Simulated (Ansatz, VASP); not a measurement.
# TaN: VASP beside Ansatz

```
Ta N
1.0
     3.05000    0.00000    0.00000
    -1.52500    2.64138    0.00000
     0.00000    0.00000    4.94000
Ta N
2 2
Direct
  0.33333 0.66667 0.00000
  0.66667 0.33333 0.50000
  0.33333 0.66667 0.38500
  0.66667 0.33333 0.88500
```

Alike in both runs: task single point; functional PBE; k mesh 3 × 3 × 2; occupations gaussian, width 0.1 eV; no spin polarisation.

|  | VASP | Ansatz |
| --- | --- | --- |
| version | VASP 6.6.1 | Ansatz 0.2.0 |
| potentials or method | VASP PAW PBE potentials, release 64 (Ta_sv_GW, N), cutoff 700 eV | scalar-relativistic, plane waves, PAW |
| valence electrons in the cell | 36 | 36 |

```csv
,VASP,Ansatz,Ansatz less VASP
gap on the k mesh at the Fermi level (eV),none,none,-
rms of the force components (eV/Å),2.098,2.089,-0.0085
```

Atom by atom the forces differ by 0.009 eV/Å (rms over components). A gap of «none» marks a metal or a gap that the smearing closes. The functional is the same, so the differences come from potentials, cutoffs and numerics.

The k mesh is coarse, so the values compare programs but aren't converged. Neither program's run includes spin-orbit coupling.
